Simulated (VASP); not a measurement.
# Cu (Cmcm) in VASP: further runs

Runs on Cu. Level: PBE. Tasks: single point.

Everything below comes from runs of VASP 6.6.1. Logs are shortened: lines on timing, memory, paths and dates and some standing lists are left out, and cuts for length are marked.

**1. The cell of the first run**

It takes space group Cmcm (No. 63, orthorhombic). The conventional cell has a = 2.205 Å, b = 7.175 Å, c = 2.514 Å, α = 90.00°, β = 90.00°, γ = 90.00°. Within 2.9 Å of Cu (site symmetry m2m) lie 10 Cu at 2.20 to 2.51 Å.

**2. Single point, PBE (normal strain along x -0.1100, normal strain along y -0.1100)**

INCAR reads:

```
SYSTEM = Cu
PREC = Accurate
ENCUT = 520
EDIFF = 1E-7
ISMEAR = 0
SIGMA = 0.15
LREAL = .False.
LASPH = .True.
NELM = 100
ALGO = Fast
ISIF = 2
LWAVE = .False.
LCHARG = .False.
GGA = PE
NBANDS = 18
```

KPOINTS reads:

```
Automatic mesh
0
Gamma
  18 18 18
  0 0 0
```

POSCAR reads:

```
Cu
1.0
    1.1023907521     -3.5874885660      0.0000000000
    1.1023907521      3.5874885660      0.0000000000
    0.0000000000      0.0000000000      2.5142119659
Cu
2
Direct
    0.1340351705      0.8659648295      0.2500000000
    0.8659648295      0.1340351705      0.7500000000
```

Potentials or basis: VASP PAW PBE potentials, release 64 (Cu).

The run is started by

```console
> cat potpaw_PBE.64/Cu/POTCAR > POTCAR
> mpirun -np 1 vasp_std > vasp.out
```

OUTCAR:

```text
SYSTEM = Cu
   PREC = Accurate
   ENCUT = 520
   EDIFF = 1E-7
   ISMEAR = 0
   LREAL = .False.
   LASPH = .True.
   NELM = 100
   ISIF = 2
   GGA = PE

 ion  position               nearest neighbor table
   1  0.134  0.866  0.250-   2 2.30   2 2.30   2 2.36   2 2.36   2 2.36   2 2.36
   2  0.866  0.134  0.750-   1 2.30   1 2.30   1 2.36   1 2.36   1 2.36   1 2.36

  LATTYP: Found a base centered orthorhombic cell.
 ALAT       =     2.2047815042
 B/A-ratio  =     3.2542803531
 C/A-ratio  =     1.1403451821

  Lattice vectors:

 A1 = (   1.1023907521,  -3.5874885660,   0.0000000000)
 A2 = (   1.1023907521,   3.5874885660,   0.0000000000)
 A3 = (   0.0000000000,   0.0000000000,   2.5142119659)

Analysis of symmetry for initial positions (statically):
=====================================================================
 Subroutine PRICEL returns:
 Original cell was already a primitive cell.

 Routine SETGRP: Setting up the symmetry group for a
 base centered orthorhombic supercell.

 Subroutine GETGRP returns: Found  8 space group operations
 (whereof  4 operations were pure point group operations)
 out of a pool of  8 trial point group operations.

The static configuration has the point symmetry C_2h.
 The point group associated with its full space group is D_2h.

Analysis of symmetry for dynamics (positions and initial velocities):
=====================================================================
 Subroutine PRICEL returns:
 Original cell was already a primitive cell.

 Routine SETGRP: Setting up the symmetry group for a
 base centered orthorhombic supercell.

 Subroutine GETGRP returns: Found  8 space group operations
 (whereof  4 operations were pure point group operations)
 out of a pool of  8 trial point group operations.

The dynamic configuration has the point symmetry C_2h.
 The point group associated with its full space group is D_2h.

 Subroutine INISYM returns: Found  8 space group operations
 (whereof  4 operations are pure point group operations),
 and found     1 'primitive' translations

----------------------------------------------------------------------------------------

                                     Primitive cell

  volume of cell :      19.8865

  direct lattice vectors                    reciprocal lattice vectors
     1.102390752 -3.587488566  0.000000000     0.453559683 -0.139373267  0.000000000
     1.102390752  3.587488566  0.000000000     0.453559683  0.139373267  0.000000000
     0.000000000  0.000000000  2.514211966     0.000000000  0.000000000  0.397738939

  length of vectors
     3.753044042  3.753044042  2.514211966     0.474490562  0.474490562  0.397738939

  position of ions in fractional coordinates (direct lattice)
     0.134035170  0.865964830  0.250000000
     0.865964830  0.134035170  0.750000000

  ion indices of the primitive-cell ions
   primitive index   ion index
                 1           1
                 2           2

----------------------------------------------------------------------------------------

 KPOINTS: Automatic mesh

Automatic generation of k-mesh.
 Grid dimensions read from file:
 generate k-points for:   18   18   18

 Generating k-lattice:

  Cartesian coordinates                     Fractional coordinates (reciprocal lattice)
     0.025197760 -0.007742959  0.000000000     0.055555556 -0.000000000  0.000000000
     0.025197760  0.007742959  0.000000000    -0.000000000  0.055555556  0.000000000
     0.000000000  0.000000000  0.022096608     0.000000000  0.000000000  0.055555556

  Length of vectors
     0.026360587  0.026360587  0.022096608

  Shift w.r.t. Gamma in fractional coordinates (k-lattice)
     0.000000000  0.000000000  0.000000000

 Subroutine IBZKPT returns following result:
 ===========================================

 Found    910 irreducible k-points:

 Following reciprocal coordinates:
            Coordinates               Weight
  0.000000  0.000000  0.000000      1.000000
  0.055556 -0.000000  0.000000      4.000000
  0.111111 -0.000000  0.000000      4.000000
  0.166667 -0.000000  0.000000      4.000000
  0.222222 -0.000000  0.000000      4.000000
  0.277778 -0.000000  0.000000      4.000000
[... 16 lines left out ...]
 -0.277778  0.055556  0.000000      4.000000
 -0.222222  0.055556  0.000000      4.000000
 [... further k-points ...]
   k-points           NKPTS =    910   k-points in BZ     NKDIM =    910   number of bands    NBANDS=     18
   number of dos      NEDOS =    301   number of ions     NIONS =      2
   total plane-waves  NPLWV =  15680
   dimension x,y,z NGX =    28 NGY =   28 NGZ =   20
   dimension x,y,z NGXF=    56 NGYF=   56 NGZF=   40
   ions per type =               2
   NGX,Y,Z   is equivalent  to a cutoff of  12.40, 12.40, 13.22 a.u.
   NGXF,Y,Z  is equivalent  to a cutoff of  24.81, 24.81, 26.45 a.u.
 SYSTEM =  Cu
   PREC   = accura    normal or accurate (medium, high low for compatibility)
   ISTART =      0    job   : 0-new  1-cont  2-samecut
   ICHARG =      2    charge: 1-file 2-atom 10-const
   ISPIN  =      1    spin polarized calculation?
   LNONCOLLINEAR =      F non collinear calculations
   LSORBIT =      F    spin-orbit coupling
   LASPH  =      T    aspherical Exc in radial PAW
   ENCUT  =  520.0 eV  38.22 Ry    6.18 a.u.   6.98  6.98  4.67*2*pi/ulx,y,z
   NELM   =    100;   NELMIN=  2; NELMDL= -5     # of ELM steps
   EDIFF  = 0.1E-06   stopping-criterion for ELM
   LREAL  =      F    real-space projection
   EDIFFG = 0.1E-05   stopping-criterion for IOM
   NSW    =      0    number of steps for IOM
   IBRION =     -1    ionic relax: 0-MD 1-quasi-New 2-CG
   NFREE  =      0    steps in history (QN), initial steepest desc. (CG)
   ISIF   =      2    stress and relaxation
   ISYM   =      2    0-nonsym 1-usesym 2-fastsym
   POTIM  = 0.5000    time-step for ionic-motion
   TEBEG  =    0.0;   TEEND  =   0.0 temperature during run
   PSTRESS=    0.0 pullay stress
   NELECT =      22.0000    total number of electrons
   NUPDOWN=      -1.0000    fix difference up-down
   EMIN   =  10.00;   EMAX   =-10.00  energy-range for DOS
   EFERMI =   0.00;   METHOD = LEGACY
   ISMEAR =     0;   SIGMA  =   0.15  broadening in eV -4-tet -1-fermi 0-gaus
   EFERMI_NEDOS =   21; number of points for ismear=-14 and -15
   IALGO  =     68    algorithm
   IMIX   =      4    mixing-type and parameters
     AMIX     =   0.40;   BMIX     =  1.00
     AMIX_MAG =   1.60;   BMIX_MAG =  1.00
  volume/ion in A,a.u.               =       9.94        67.10
  Fermi-wavevector in a.u.,A,eV,Ry     =   1.693154  3.199597 39.004769  2.866770
  Thomas-Fermi vector in A             =   2.774611
   LORBIT       =      0    0 simple, 1 ext, 2 COOP (PROOUT), +10 PAW based schemes
   GGA     = PE    functional components
   LHFCALC =     F    Hartree Fock is set to
   AEXX    =    0.0000 exact exchange contribution
   IVDW    =     0    specifies the selected vdW correction
   LEPSILON=     F    determine dielectric tensor
   LRPA    =     F    only Hartree local field effects (RPA)
 non-spin polarized calculation
 RMM-DIIS sequential band-by-band and
 Gauss-broadening in eV      SIGMA  =   0.15
  energy-cutoff  :      520.00
  volume of cell :       19.89
 maximum number of plane-waves:       550
   NGX = 13   NGY = 13   NGZ =  9

 number of electron      21.9999984 magnetization

 Free energy of the ion-electron system (eV)
  ---------------------------------------------------
  ext. energy  EPLUGINS =         0.00000000
  ---------------------------------------------------
  free energy    TOTEN  =        -6.30691996 eV

  energy without entropy =       -6.30064805  energy(sigma->0) =       -6.30378401

 E-fermi :   9.9626     XC(G=0): -13.7139

 val. band max:        9.9616579295   @ k =  -0.3333   0.1667   0.5000
 cond. band min:       9.9691425674   @ k =  -0.4444   0.3333   0.4444
 fundamental gap:      0.0074846379
 Fermi energy:         9.9626114828

 k-point     1 :       0.0000    0.0000    0.0000
  band No.  band energies     occupation
      1      -0.7862      2.00000
      2       3.8509      2.00000
      3       4.5990      2.00000
      4       5.2717      2.00000
      5       5.7196      2.00000
      6       7.1880      2.00000
[... 10 lines left out ...]
     17      33.2846      0.00000
     18      34.0874      0.00000

 k-point     2 :       0.0556   -0.0000    0.0000
  band No.  band energies     occupation
      1      -0.6740      2.00000
      2       3.9002      2.00000
      3       4.6561      2.00000
      4       5.3251      2.00000
      5       5.7382      2.00000
      6       7.1578      2.00000
[... 10 lines left out ...]
     17      32.1223      0.00000
     18      33.0230      0.00000

 k-point     3 :       0.1111   -0.0000    0.0000
  band No.  band energies     occupation
      1      -0.3418      2.00000
      2       4.0372      2.00000
      3       4.8212      2.00000
      4       5.4822      2.00000
      5       5.7913      2.00000
      6       6.8828      2.00000
[... 10 lines left out ...]
     17      30.3160      0.00000
     18      33.2402      0.00000

 k-point     4 :       0.1667   -0.0000    0.0000
  band No.  band energies     occupation
      1       0.1970      2.00000
      2       4.2338      2.00000
      3       5.0673      2.00000
      4       5.7111      2.00000
      5       5.8701      2.00000
      6       6.4167      2.00000
[... 375 lines left out ...]
      4       5.5653      2.00000
      5       6.0987      2.00000
      6       6.7379      2.00000
[... 10 lines left out ...]
     17      30.2816      0.00000
     18      33.8217      0.00000

 k-point    23 :      -0.2778    0.0556    0.0000
  band No.  band energies     occupation
      1       1.0865      2.00000
      2       4.4274      2.00000
      3       5.2626      2.00000
      4       5.7395      2.00000
      5       6.0212      2.00000
      6       6.3511      2.00000
[... 10 lines left out ...]
     17      30.0346      0.00000
     18      33.5044      0.00000

 k-point    24 :      -0.2222    0.0556    0.0000
  band No.  band energies     occupation
      1       0.3423      2.00000
      2       4.2306      2.00000
      3       5.0038      2.00000
      4       5.7938      2.00000
      5       5.9265      2.00000
      6       6.3126      2.00000
[... 10 lines left out ...]
     17      29.9779      0.00000
     18      33.1960      0.00000

 [... further k-points ...]

------------------------ aborting loop because EDIFF is reached ----------------------------------------

  FORCE on cell =-STRESS in cart. coord.  units (eV):
  Direction    XX          YY          ZZ          XY          YZ          ZX
  --------------------------------------------------------------------------------------
  -------------------------------------------------------------------------------------
  Total        9.6727162      7.2348486      4.4421556      0.0000000      0.0000000      0.0000000
  in kB      779.2935069    582.8838956    357.8873729      0.0000000      0.0000000      0.0000000
  external PRESSURE =     573.3549251 kB  Pullay stress =       0.0000000 kB

 VOLUME and BASIS-vectors are now :
 -----------------------------------------------------------------------------
  energy-cutoff  :      520.00
  volume of cell :       19.89
      direct lattice vectors                 reciprocal lattice vectors
     1.102390752 -3.587488566  0.000000000     0.453559683 -0.139373267  0.000000000
     1.102390752  3.587488566  0.000000000     0.453559683  0.139373267  0.000000000
     0.000000000  0.000000000  2.514211966     0.000000000  0.000000000  0.397738939

 POSITION                                       TOTAL-FORCE (eV/Angst)
 -----------------------------------------------------------------------------------
      1.10239      2.62579      0.62855         0.000000      0.485578     -0.000000
      1.10239     -2.62579      1.88566         0.000000     -0.485578      0.000000
 -----------------------------------------------------------------------------------
    total drift:                                0.000000     -0.000000     -0.000000

  FREE ENERGIE OF THE ION-ELECTRON SYSTEM (eV)
  ---------------------------------------------------
  free  energy   TOTEN  =        -6.3069199619 eV

  energy  without entropy=       -6.3006480515  energy(sigma->0) =       -6.30378401
```

It took 4.2 min on 1 thread of Intel Xeon Platinum 8488C (Sapphire Rapids), shared host; peak memory 0.37 GiB.

What came out:

| Property | Result |
| --- | --- |
| Free energy | -6.3069 eV |
| Pressure | 57.3 GPa |
| Largest force | 0.486 eV/Å |
| Band gap on the k mesh | zero (bands 11 and 12 overlap by 6.15 eV) |

Forces in eV/Å, atoms in the order of the input:
```
Cu   0.000  0.486  0.000
Cu   0.000 -0.486  0.000
```

Stress tensor (GPa, compression positive):
```
77.93  0.00  0.00
 0.00 58.29  0.00
 0.00  0.00 35.79
```

Caveat: the cell differs from its parent crystal (normal strain along x -0.1100, normal strain along y -0.1100); the cell stands under pressure.

**3. Single point, PBE (normal strain along x -0.1100, normal strain along y -0.0550)**

INCAR reads:

```
SYSTEM = Cu
ALGO = Fast ; EDIFF = 1E-6
ENCUT = 520 ; GGA = PE
ISIF = 2 ; ISMEAR = 0
LASPH = .TRUE. ; LCHARG = .TRUE.
LELF = .TRUE. ; LREAL = .FALSE.
LVHAR = .TRUE. ; LWAVE = .FALSE.
NBANDS = 18 ; NELM = 80
PREC = Accurate ; SIGMA = 0.15
```

KPOINTS reads:

```
k-points
0
G
  18 18 18
  0 0 0
```

POSCAR reads:

```
Cu
1.0
    1.1023907521     -3.8091872976      0.0000000000
    1.1023907521      3.8091872976      0.0000000000
    0.0000000000      0.0000000000      2.5142119659
Cu
2
Direct
    0.1340351705      0.8659648295      0.2500000000
    0.8659648295      0.1340351705      0.7500000000
```

Potentials or basis: VASP PAW PBE potentials, release 64 (Cu).

The run is started by

```console
> cat potpaw_PBE.64/Cu/POTCAR > POTCAR
> mpirun -np 1 vasp_std > vasp.out
```

It took 5.5 min on 1 thread of Intel Xeon Platinum 8488C (Sapphire Rapids), shared host; peak memory 0.39 GiB.

It converged, with:

- Free energy: -6.6369 eV
- Pressure: 37.7 GPa
- Largest force: 0.514 eV/Å
- Band gap on the k mesh: zero (bands 11 and 12 overlap by 6.17 eV)

Forces in eV/Å, atoms in the order of the input:
```
Cu   0.000  0.514  0.000
Cu   0.000 -0.514  0.000
```

Stress tensor (GPa, compression positive):
```
65.37  0.00  0.00
 0.00 29.95  0.00
 0.00  0.00 17.80
```

Levels at points of the mesh, in eV from the Fermi level:
| k point | band 8 | band 9 | band 10 | band 11 | band 12 | band 13 | band 14 | band 15 |
| --- | --- | --- | --- | --- | --- | --- | --- | --- |
| (0.00, 0.00, 0.00) | -2.01 | -1.94 | -1.77 | -1.56 | -0.31 | 5.56 | 12.93 | 19.16 |
| (0.50, 0.00, 0.00) | -2.77 | -2.54 | -1.86 | -0.01 | 2.28 | 3.75 | 8.64 | 14.84 |
| (0.50, 0.50, 0.00) | -2.70 | -2.69 | -2.04 | -1.66 | -1.56 | 14.76 | 16.26 | 16.58 |
| (0.00, 0.00, 0.50) | -2.68 | -1.70 | -1.70 | -0.53 | -0.53 | 8.13 | 8.13 | 9.74 |
| (0.50, 0.00, 0.50) | -2.02 | -1.27 | -1.27 | 4.06 | 4.06 | 8.31 | 8.31 | 10.69 |
| (0.50, 0.50, 0.50) | -2.03 | -1.99 | -1.99 | -1.73 | -1.73 | 3.47 | 3.47 | 18.61 |

Caveat: the cell differs from its parent crystal (normal strain along x -0.1100, normal strain along y -0.0550); the cell stands under pressure.

**4. Single point, PBE (normal strain along x -0.0550, normal strain along y -0.1100)**

INCAR reads:

```
SYSTEM = Cu
PREC = Accurate
ENCUT = 520
EDIFF = 1E-6
ISMEAR = 0
SIGMA = 0.15
LREAL = .False.
LASPH = .True.
NELM = 100
ALGO = Fast
ISIF = 2
LWAVE = .False.
LCHARG = .True.
GGA = PE
LELF = .True.
LVHAR = .True.
NBANDS = 18
```

KPOINTS reads:

```
Automatic mesh
0
Gamma
  18 18 18
  0 0 0
```

POSCAR reads:

```
Cu
1.0
    1.1705160233     -3.5874885660      0.0000000000
    1.1705160233      3.5874885660      0.0000000000
    0.0000000000      0.0000000000      2.5142119659
Cu
2
Direct
    0.1340351705      0.8659648295      0.2500000000
    0.8659648295      0.1340351705      0.7500000000
```

The run is started by

```console
> cat potpaw_PBE.64/Cu/POTCAR > POTCAR
> mpirun -np 1 vasp_std > vasp.out
```

It took 4.6 min on 1 thread of Intel Xeon Platinum 8488C (Sapphire Rapids), shared host; peak memory 0.38 GiB.

Results (log left out):

- Free energy: -6.7260 eV
- Pressure: 36.7 GPa
- Largest force: 0.038 eV/Å
- Band gap on the k mesh: zero (bands 11 and 12 overlap by 5.68 eV)

Forces on the atoms (eV/Å):
```
Cu   0.000  0.038  0.000
Cu   0.000 -0.038  0.000
```

Stress tensor (GPa, compression positive):
```
35.68  0.00  0.00
 0.00 46.18  0.00
 0.00  0.00 28.24
```

Levels at points of the mesh, in eV from the Fermi level:
```tsv
k point	band 7	band 8	band 9	band 10	band 11	band 12	band 13	band 14	band 15	band 16
(0.00, 0.00, 0.00)	-2.62	-2.29	-2.17	-1.94	-1.42	0.88	7.08	12.93	18.99	20.35
(0.50, 0.00, 0.00)	-3.13	-2.75	-2.47	-1.74	-0.45	1.70	3.28	8.50	16.00	18.77
(0.50, 0.50, 0.00)	-2.89	-2.78	-2.68	-2.34	-1.75	-1.61	16.67	16.75	17.48	17.65
(0.00, 0.00, 0.50)	-3.16	-3.16	-1.73	-1.73	-0.51	-0.51	9.35	9.35	11.16	11.16
(0.50, 0.00, 0.50)	-2.01	-2.01	-1.49	-1.49	3.39	3.39	7.83	7.83	10.31	10.31
(0.50, 0.50, 0.50)	-2.21	-2.21	-1.91	-1.91	-1.61	-1.61	3.90	3.90	21.48	21.48
```

Caveat: the cell differs from its parent crystal (normal strain along x -0.0550, normal strain along y -0.1100); the cell stands under pressure.

(Part 1 of 2 ends here.)
